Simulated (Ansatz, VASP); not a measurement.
**Two plane-wave programs on Si3C2**

INCAR

```
PREC = Accurate
ENCUT = 600
EDIFF = 1E-7
ISMEAR = 0
SIGMA = 0.1
LREAL = False
LASPH = True
NELM = 60
ALGO = Normal
ISIF = 3
LWAVE = False
LCHARG = False
GGA = PE
IBRION = 2
NSW = 100
EDIFFG = -0.01
```

KPOINTS

```
Automatic mesh
0
Gamma
  10 10 10
```

POSCAR

```
Si3C2
1.0
    4.0140501869      0.0000000000      0.0000000000
    0.0000000000      4.0140501869      0.0000000000
    0.0000000000      0.0000000000      4.0140501869
Si C
3 2
Direct
    0.0000000000      0.5000000000      0.5000000000
    0.5000000000      0.0000000000      0.5000000000
    0.5000000000      0.5000000000      0.0000000000
    0.5000000000      0.5000000000      0.5000000000
    0.0000000000      0.0000000000      0.0000000000
```

Input for Ansatz:

```yaml
crystal:
  lattice:
    - [4.0140501869, 0.0, 0.0]
    - [0.0, 4.0140501869, 0.0]
    - [0.0, 0.0, 4.0140501869]
  atoms:
    - { symbol: Si, position: [0.0, 0.5, 0.5] }
    - { symbol: Si, position: [0.5, 0.0, 0.5] }
    - { symbol: Si, position: [0.5, 0.5, 0.0] }
    - { symbol: C, position: [0.5, 0.5, 0.5] }
    - { symbol: C, position: [0.0, 0.0, 0.0] }
basis:
  ecutwfc: 420
kpoints:
  mp_grid: { grid: [10, 10, 10] }
hamiltonian:
  xc: pbe
scf:
  occupations: { method: gaussian, width: 0.1 }
output:
  forces: true
  stress: true
  eigenvalues: true
relax:
  adjacent_minimum: "off"
  f_tol: 0.01
  max_steps: 80
  cell: { stress_tol: 0.05 }
```

Alike in both runs: task relaxation of cell and atoms; functional PBE; k mesh 10 × 10 × 10; occupations gaussian, width 0.1 eV; no spin polarisation.

```csv
,VASP,Ansatz
version,VASP 6.6.1,Ansatz 0.2.0
potentials or method,"VASP PAW PBE potentials, release 64 (Si, C), cutoff 600 eV","scalar-relativistic, plane waves, PAW"
valence electrons in the cell,20,20
```

Ansatz gave:

| Quantity | Value |
| --- | --- |
| gap on the k mesh at the Fermi level, each at its own relaxed structure (eV) | none |
| relaxed volume (Å³/atom) | 12.50 |
| relaxed cell length with the largest relative difference (Å) | 3.969 |

Question: Which values does VASP return?

Answer: gap on the k mesh at the Fermi level, each at its own relaxed structure (eV): none; relaxed volume (Å³/atom): 12.50; relaxed cell length with the largest relative difference (Å): 3.968.

A gap of «none» marks a metal or a gap that the smearing closes.
